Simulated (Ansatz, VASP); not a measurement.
Mn in VASP and in Ansatz

```
Mn
1.0
     2.44134    0.00000    0.00000
     0.00000    2.44134    0.00000
     0.00000    0.00000    3.39037
Mn
2
Direct
  0.00000 0.00000 0.00000
  0.50000 0.50000 0.50000
```

Alike in both runs: task single point; functional PBEsol; k mesh 14 × 14 × 10; occupations fermi-dirac, width 0.05 eV; collinear spin.

|  | VASP | Ansatz |
| --- | --- | --- |
| version | VASP 6.6.1 | Ansatz 0.2.0 |
| potentials or method | VASP PAW PBE potentials, release 64 (Mn_pv), cutoff 520 eV | plane waves (420 eV) with PAW, scalar-relativistic |
| valence electrons in the cell | 26 | 30 |

```csv
,VASP,Ansatz,Ansatz less VASP
pressure (GPa),9.2,9.1,-0.13
"traceless stress, the component that is largest in VASP (GPa)",1.71,1.83,+0.126
net moment per atom (μB),0.00,0.00,0.000
size of the moment on the site where the two differ most (μB),0.45,0.39,-0.057
```

VASP's potentials were made for PBE, not for PBEsol, and Ansatz warns of the same on its side. Site moments also hang on the region over which each program counts them. VASP's potentials hold 26 valence electrons a cell and Ansatz's 30, so a difference there can come from the potentials and not from the codes.
